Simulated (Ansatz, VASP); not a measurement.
**SnO2: VASP beside Ansatz**

Contents of POSCAR:

```
SnO2
1.0
    0.0000000000      2.5968036445      2.5968036445
    2.5968036445      0.0000000000      2.5968036445
    2.5968036445      2.5968036445      0.0000000000
Sn O
1 2
Direct
    0.0000000000      0.0000000000      0.0000000000
    0.2500000000      0.2500000000      0.2500000000
    0.7500000000      0.7500000000      0.7500000000
```

INCAR.step1

```
  ALGO = Normal
  EDIFF = 1E-5
  ENCUT = 520
  GGA = PE
  ISIF = 2
  ISMEAR = -1
  LASPH = True
  LCHARG = False
  LREAL = False
  LWAVE = True
  NBANDS = 20
  NELM = 80
  PREC = Accurate
  SIGMA = 0.02
```

INCAR.step2

```
  ALGO = Normal
  EDIFF = 1E-6
  ENCUT = 520
  GGA = PE
  HFSCREEN = 0.2079
  ISIF = 2
  ISMEAR = -1
  ISTART = 1
  LASPH = True
  LCHARG = False
  LHFCALC = True
  LREAL = False
  LWAVE = False
  NBANDS = 20
  NELM = 80
  PREC = Accurate
  PRECFOCK = Normal
  SIGMA = 0.02
```

Contents of KPOINTS:

```
k-points
0
Gamma
  6 6 6
```

Input for Ansatz:

```yaml
crystal:
  lattice:
    - [0.0, 2.5968036445, 2.5968036445]
    - [2.5968036445, 0.0, 2.5968036445]
    - [2.5968036445, 2.5968036445, 0.0]
  atoms:
    - { symbol: Sn, position: [0.0, 0.0, 0.0] }
    - { symbol: O, position: [0.25, 0.25, 0.25] }
    - { symbol: O, position: [0.75, 0.75, 0.75] }
kpoints:
  mp_grid: { grid: [6, 6, 6] }
  band_path:
    path:
      - [0.0, 0.0, 0.0]
      - [0.5, 0.0, 0.5]
      - [0.625, 0.25, 0.625]
      - [0.375, 0.375, 0.75]
      - [0.5, 0.5, 0.5]
      - [0.5, 0.25, 0.75]
    npoints: 1
hamiltonian:
  xc: hse06
scf:
  occupations: { method: fermi_dirac, width: 0.02 }
  n_extra_bands: 4
output:
  forces: true
  stress: true
  eigenvalues: true
```

Change from the starting cell: hydrostatic strain +2.5%.

Alike in both runs: task single point; functional HSE06; k mesh 6 × 6 × 6; occupations fermi-dirac, width 0.02 eV; no spin polarisation.

```csv
,VASP,Ansatz
version,VASP 6.6.1,Ansatz 0.2.0
potentials or method,"VASP PAW PBE potentials, release 64 (Sn_d, O)","plane waves, PAW"
plane-wave cutoff (eV),520,420
valence electrons in the cell,26,26
```

|  | VASP | Ansatz | Ansatz less VASP |
| --- | --- | --- | --- |
| gap on the k mesh at the Fermi level (eV) | 0.86 | 0.88 | +0.013 |
| pressure (GPa) | -16.1 | -16.7 | -0.65 |

Ansatz's warnings: stress exchange threshold loose, stress scf threshold loose.
